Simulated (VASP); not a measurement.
# Ru2F (I4/mmm) in VASP: single point with PBE

Aim: the single point of Ru2F with PBE.

Program: VASP 6.6.1. These are calculated values, not measurements. Logs are shortened: lines on timing, memory, paths and dates and some standing lists are left out, and cuts for length are marked.

### 1 The cell of the first run

It takes space group I4/mmm (No. 139, tetragonal). Conventional cell: a = 3.594 Å, b = 3.594 Å, c = 4.803 Å, α = 90.00°, β = 90.00°, γ = 90.00°. Within 2.9 Å of Ru (site symmetry -4m2) lie 4 F at 2.16 Å and 6 Ru at 2.40 to 2.54 Å. Within 2.9 Å of F (site symmetry 4/mmm) lie 8 Ru at 2.16 Å.

### 2 Single point, PBE, collinear spin, ferromagnetic start

File INCAR:

```
SYSTEM = Ru2F
ALGO     = Normal         ! electronic algorithm
EDIFF    = 1E-7           ! SCF threshold, eV
ENCUT    = 520            ! plane-wave cutoff, eV
GGA      = PE             ! functional
ISIF     = 2              ! what is computed and relaxed
ISMEAR   = 0              ! smearing method
ISPIN    = 2              ! spin polarisation
LASPH    = .TRUE.         ! aspherical terms in the spheres
LCHARG   = .FALSE.        ! write CHGCAR
LMAXMIX  = 4              ! l up to which the mixer works
LORBIT   = 11             ! projections on sites
LREAL    = .FALSE.        ! projectors in reciprocal space
LWAVE    = .FALSE.        ! write WAVECAR
MAGMOM   = 1 1 0          ! initial moments
NBANDS   = 28             ! bands
NELM     = 150            ! most SCF steps
PREC     = Accurate       ! precision mode
SIGMA    = 0.1            ! smearing width, eV
```

File KPOINTS:

```
k-points
0
G
  6 6 6
  0 0 0
```

File POSCAR:

```
Ru2F
1.0
   -1.7970988400      1.7970988400      2.4015724800
    1.7970988400     -1.7970988400      2.4015724800
    1.7970988400      1.7970988400     -2.4015724800
Ru F
2 1
Direct
    0.7500000000      0.2500000000      0.5000000000
    0.2500000000      0.7500000000      0.5000000000
    0.0000000000      0.0000000000      0.0000000000
```

Potentials or basis: VASP PAW PBE potentials, release 64 (Ru_pv, F).

On the command line:

```bash
$ cat potpaw_PBE.64/Ru_pv/POTCAR potpaw_PBE.64/F/POTCAR > POTCAR
$ mpirun -np 1 vasp_std > vasp.out
```

OUTCAR:

```text
SYSTEM = Ru2F
   EDIFF = 1E-7
   ENCUT = 520
   GGA = PE
   ISIF = 2
   ISMEAR = 0
   ISPIN = 2
   LASPH = .TRUE.
   LORBIT = 11
   LREAL = .FALSE.
   NELM = 150
   PREC = Accurate

 ion  position               nearest neighbor table
   1  0.750  0.250  0.500-   3 2.16   3 2.16   3 2.16   3 2.16   2 2.40   2 2.40   2 2.54   2 2.54
                             2 2.54   2 2.54
   2  0.250  0.750  0.500-   3 2.16   3 2.16   3 2.16   3 2.16   1 2.40   1 2.40   1 2.54   1 2.54
                             1 2.54   1 2.54
   3  0.000  0.000  0.000-   1 2.16   2 2.16   1 2.16   2 2.16   1 2.16   2 2.16   1 2.16   2 2.16

  LATTYP: Found a body centered tetragonal cell.
 ALAT       =     3.5941976800
 C/A-ratio  =     1.3363608203

  Lattice vectors:

 A1 = (  -1.7970988400,   1.7970988400,   2.4015724800)
 A2 = (   1.7970988400,  -1.7970988400,   2.4015724800)
 A3 = (   1.7970988400,   1.7970988400,  -2.4015724800)

Analysis of symmetry for initial positions (statically):
=====================================================================
 Subroutine PRICEL returns:
 Original cell was already a primitive cell.

 Routine SETGRP: Setting up the symmetry group for a
 body centered tetragonal supercell.

 Subroutine GETGRP returns: Found 16 space group operations
 (whereof 16 operations were pure point group operations)
 out of a pool of 16 trial point group operations.

The static configuration has the point symmetry D_4h.

Analysis of symmetry for dynamics (positions and initial velocities):
=====================================================================
 Subroutine PRICEL returns:
 Original cell was already a primitive cell.

 Routine SETGRP: Setting up the symmetry group for a
 body centered tetragonal supercell.

 Subroutine GETGRP returns: Found 16 space group operations
 (whereof 16 operations were pure point group operations)
 out of a pool of 16 trial point group operations.

The dynamic configuration has the point symmetry D_4h.

Analysis of structural, dynamic, and magnetic symmetry:
=====================================================================
 Subroutine PRICEL returns:
 Original cell was already a primitive cell.

 Routine SETGRP: Setting up the symmetry group for a
 body centered tetragonal supercell.

 Subroutine GETGRP returns: Found 16 space group operations
 (whereof 16 operations were pure point group operations)
 out of a pool of 16 trial point group operations.

The overall configuration has the point symmetry D_4h.

 Subroutine INISYM returns: Found 16 space group operations
 (whereof 16 operations are pure point group operations),
 and found     1 'primitive' translations

----------------------------------------------------------------------------------------

                                     Primitive cell

  volume of cell :      31.0241

  direct lattice vectors                    reciprocal lattice vectors
    -1.797098840  1.797098840  2.401572480     0.000000000  0.278226210  0.208196923
     1.797098840 -1.797098840  2.401572480     0.278226210  0.000000000  0.208196923
     1.797098840  1.797098840 -2.401572480     0.278226210  0.278226210  0.000000000

  length of vectors
     3.496666821  3.496666821  3.496666821     0.347499328  0.347499328  0.393471280

  position of ions in fractional coordinates (direct lattice)
     0.750000000  0.250000000  0.500000000
     0.250000000  0.750000000  0.500000000
     0.000000000  0.000000000  0.000000000

  ion indices of the primitive-cell ions
   primitive index   ion index
                 1           1
                 2           2
                 3           3

----------------------------------------------------------------------------------------

 KPOINTS: k-points

Automatic generation of k-mesh.
 Grid dimensions read from file:
 generate k-points for:    6    6    6

 Generating k-lattice:

  Cartesian coordinates                     Fractional coordinates (reciprocal lattice)
     0.000000000  0.046371035  0.034699487     0.166666667  0.000000000  0.000000000
     0.046371035  0.000000000  0.034699487     0.000000000  0.166666667  0.000000000
     0.046371035  0.046371035  0.000000000     0.000000000  0.000000000  0.166666667

  Length of vectors
     0.057916555  0.057916555  0.065578547

  Shift w.r.t. Gamma in fractional coordinates (k-lattice)
     0.000000000  0.000000000  0.000000000

 Subroutine IBZKPT returns following result:
 ===========================================

 Found     30 irreducible k-points:

 Following reciprocal coordinates:
            Coordinates               Weight
  0.000000  0.000000  0.000000      1.000000
  0.166667 -0.000000  0.000000      8.000000
  0.333333 -0.000000  0.000000      8.000000
  0.500000 -0.000000  0.000000      4.000000
  0.166667  0.166667  0.000000      8.000000
  0.333333  0.166667  0.000000     16.000000
[... 16 lines left out ...]
 -0.333333 -0.333333  0.166667      8.000000
 -0.166667 -0.333333  0.166667      8.000000
 [... further k-points ...]
   k-points           NKPTS =     30   k-points in BZ     NKDIM =     30   number of bands    NBANDS=     28
   number of dos      NEDOS =    301   number of ions     NIONS =      3
   total plane-waves  NPLWV =  21952
   dimension x,y,z NGX =    28 NGY =   28 NGZ =   28
   dimension x,y,z NGXF=    56 NGYF=   56 NGZF=   56
   ions per type =               2   1
   NGX,Y,Z   is equivalent  to a cutoff of  13.31, 13.31, 13.31 a.u.
   NGXF,Y,Z  is equivalent  to a cutoff of  26.62, 26.62, 26.62 a.u.
 SYSTEM =  Ru2F
   PREC   = accura    normal or accurate (medium, high low for compatibility)
   ISTART =      0    job   : 0-new  1-cont  2-samecut
   ICHARG =      2    charge: 1-file 2-atom 10-const
   ISPIN  =      2    spin polarized calculation?
   LNONCOLLINEAR =      F non collinear calculations
   LSORBIT =      F    spin-orbit coupling
   LASPH  =      T    aspherical Exc in radial PAW
   ENCUT  =  520.0 eV  38.22 Ry    6.18 a.u.   6.50  6.50  6.50*2*pi/ulx,y,z
   NELM   =    150;   NELMIN=  2; NELMDL= -5     # of ELM steps
   EDIFF  = 0.1E-06   stopping-criterion for ELM
   LREAL  =      F    real-space projection
   EDIFFG = 0.1E-05   stopping-criterion for IOM
   NSW    =      0    number of steps for IOM
   IBRION =     -1    ionic relax: 0-MD 1-quasi-New 2-CG
   NFREE  =      0    steps in history (QN), initial steepest desc. (CG)
   ISIF   =      2    stress and relaxation
   ISYM   =      2    0-nonsym 1-usesym 2-fastsym
   POTIM  = 0.5000    time-step for ionic-motion
   TEBEG  =    0.0;   TEEND  =   0.0 temperature during run
   PSTRESS=    0.0 pullay stress
   NELECT =      35.0000    total number of electrons
   NUPDOWN=      -1.0000    fix difference up-down
   EMIN   =  10.00;   EMAX   =-10.00  energy-range for DOS
   EFERMI =   0.00;   METHOD = LEGACY
   ISMEAR =     0;   SIGMA  =   0.10  broadening in eV -4-tet -1-fermi 0-gaus
   EFERMI_NEDOS =   21; number of points for ismear=-14 and -15
   IALGO  =     38    algorithm
   IMIX   =      4    mixing-type and parameters
     AMIX     =   0.40;   BMIX     =  1.00
     AMIX_MAG =   1.60;   BMIX_MAG =  1.00
  volume/ion in A,a.u.               =      10.34        69.79
  Fermi-wavevector in a.u.,A,eV,Ry     =   1.704241  3.220548 39.517263  2.904437
  Thomas-Fermi vector in A             =   2.783680
   LORBIT       =     11    0 simple, 1 ext, 2 COOP (PROOUT), +10 PAW based schemes
   GGA     = PE    functional components
   LHFCALC =     F    Hartree Fock is set to
   AEXX    =    0.0000 exact exchange contribution
   IVDW    =     0    specifies the selected vdW correction
   LEPSILON=     F    determine dielectric tensor
   LRPA    =     F    only Hartree local field effects (RPA)
 spin polarized calculation
 Gauss-broadening in eV      SIGMA  =   0.10
  energy-cutoff  :      520.00
  volume of cell :       31.02
 maximum number of plane-waves:       850
 NGX is ok and might be reduce to    28
   NGX = 13   NGY = 13   NGZ = 13

 number of electron      35.0000002 magnetization      -0.0052500

 number of electron      35.0000002 magnetization       0.0000453

 Free energy of the ion-electron system (eV)
  ---------------------------------------------------
  ext. energy  EPLUGINS =         0.00000000
  ---------------------------------------------------
  free energy    TOTEN  =       -14.77188070 eV

  energy without entropy =      -14.75776772  energy(sigma->0) =      -14.76482421

 E-fermi :  13.5472     XC(G=0): -14.2210

 val. band max:       13.5464043002   @ k =   0.3333  -0.0000   0.0000
 cond. band min:      13.5528863823   @ k =  -0.3333   0.5000   0.1667
 fundamental gap:      0.0064820820
 Fermi energy:        13.5471810605

 spin component 1

 k-point     1 :       0.0000    0.0000    0.0000
  band No.  band energies     occupation
      1     -30.2171      1.00000
      2     -29.7565      1.00000
      3     -29.7565      1.00000
      4     -29.1081      1.00000
      5     -29.1081      1.00000
      6     -28.8905      1.00000
[... 20 lines left out ...]
     27      28.8754      0.00000
     28      30.6525      0.00000
[... 683 lines left out ...]
 k-point    24 :      -0.1667   -0.3333    0.1667
  band No.  band energies     occupation
      1     -29.8290      1.00000
      2     -29.8164      1.00000
      3     -29.7318      1.00000
      4     -29.5091      1.00000
      5     -29.0944      1.00000
      6     -29.0841      1.00000
[... 20 lines left out ...]
     27      28.7645      0.00000
     28      30.4943      0.00000

 [... further k-points ...]

 spin component 2

 k-point     1 :       0.0000    0.0000    0.0000
  band No.  band energies     occupation
      1     -30.2171      1.00000
      2     -29.7564      1.00000
      3     -29.7564      1.00000
      4     -29.1081      1.00000
      5     -29.1081      1.00000
      6     -28.8905      1.00000
[... 20 lines left out ...]
     27      28.8754      0.00000
     28      30.6525      0.00000
[... 683 lines left out ...]
 k-point    24 :      -0.1667   -0.3333    0.1667
  band No.  band energies     occupation
      1     -29.8290      1.00000
      2     -29.8164      1.00000
      3     -29.7317      1.00000
      4     -29.5091      1.00000
      5     -29.0944      1.00000
      6     -29.0841      1.00000
[... 20 lines left out ...]
     27      28.7645      0.00000
     28      30.4942      0.00000

 [... further k-points ...]
[... 5 lines left out ...]
  --------------------------------------------------------------------------------------
  -------------------------------------------------------------------------------------
  Total       16.7177752     16.7177752     19.9751563      0.0000000      0.0000000      0.0000000
  in kB      863.3550767    863.3550767   1031.5758167      0.0000000      0.0000000      0.0000000
  external PRESSURE =     919.4286567 kB  Pullay stress =       0.0000000 kB

 VOLUME and BASIS-vectors are now :
 -----------------------------------------------------------------------------
  energy-cutoff  :      520.00
  volume of cell :       31.02
      direct lattice vectors                 reciprocal lattice vectors
    -1.797098840  1.797098840  2.401572480     0.000000000  0.278226210  0.208196923
     1.797098840 -1.797098840  2.401572480     0.278226210  0.000000000  0.208196923
     1.797098840  1.797098840 -2.401572480     0.278226210  0.278226210  0.000000000

 POSITION                                       TOTAL-FORCE (eV/Angst)
 -----------------------------------------------------------------------------------
      0.00000      1.79710      1.20079        -0.000000      0.000000      0.000000
      1.79710      0.00000      1.20079         0.000000     -0.000000     -0.000000
      0.00000      0.00000      0.00000        -0.000000     -0.000000      0.000000
 -----------------------------------------------------------------------------------
    total drift:                                0.000000     -0.000000      0.000000

  FREE ENERGIE OF THE ION-ELECTRON SYSTEM (eV)
  ---------------------------------------------------
  free  energy   TOTEN  =       -14.7718807011 eV

  energy  without entropy=      -14.7577677190  energy(sigma->0) =      -14.76482421

 total charge

# of ion       s       p       d       tot
------------------------------------------
    1        0.358   6.231   6.323  12.912
    2        0.358   6.231   6.323  12.912
    3        1.803   4.338   0.000   6.140
--------------------------------------------------
tot          2.519  16.799  12.645  31.963

 magnetization (x)

# of ion       s       p       d       tot
------------------------------------------
    1       -0.000  -0.000   0.000   0.000
    2       -0.000  -0.000   0.000   0.000
    3       -0.000   0.000   0.000   0.000
--------------------------------------------------
tot         -0.000   0.000   0.000   0.000
```

Wall time 30 s (1 thread of Intel Xeon 6975P-C (Granite Rapids), shared host); peak memory 0.19 GiB.

What came out:

| Item | Value |
| --- | --- |
| Free energy | -14.7719 eV |
| Pressure | 91.9 GPa |
| Net moment | 0.00 μB per cell |
| Valence electrons inside the program's atomic spheres | Ru 12.91; F 6.14 |

Stress tensor (GPa, compression positive):
```
 86.34   0.00   0.00
  0.00  86.34   0.00
  0.00   0.00 103.16
```

Levels at points of the mesh, in eV from the Fermi level:
Spin up:
| k point | band 16 | band 17 | band 18 | band 19 | band 20 | band 21 |
| --- | --- | --- | --- | --- | --- | --- |
| (0.00, 0.00, 0.00) | -1.10 | 0.84 | 1.37 | 1.37 | 3.17 | 3.91 |
| (0.50, 0.00, 0.00) | -1.89 | -1.74 | -1.10 | 0.50 | 0.58 | 1.68 |
| (0.50, 0.50, 0.00) | -1.13 | -0.73 | -0.30 | 1.65 | 3.06 | 3.53 |
| (0.50, 0.50, 0.50) | -1.12 | -0.61 | -0.61 | 1.31 | 2.88 | 3.63 |
Spin down:
| k point | band 14 | band 15 | band 16 | band 17 | band 18 | band 19 | band 20 | band 21 | band 22 | band 23 |
| --- | --- | --- | --- | --- | --- | --- | --- | --- | --- | --- |
| (0.00, 0.00, 0.00) | -1.93 | -1.93 | -1.10 | 0.84 | 1.37 | 1.37 | 3.17 | 3.91 | 11.08 | 11.08 |
| (0.50, 0.00, 0.00) | -2.16 | -2.03 | -1.89 | -1.74 | -1.10 | 0.50 | 0.58 | 1.68 | 3.79 | 11.36 |
| (0.50, 0.50, 0.00) | -1.95 | -1.79 | -1.13 | -0.73 | -0.30 | 1.65 | 3.06 | 3.53 | 8.07 | 9.19 |
| (0.50, 0.50, 0.50) | -1.29 | -1.29 | -1.12 | -0.61 | -0.61 | 1.31 | 2.88 | 3.63 | 8.51 | 8.51 |

Caveat: the k points lie up to 0.41 Å⁻¹ apart.
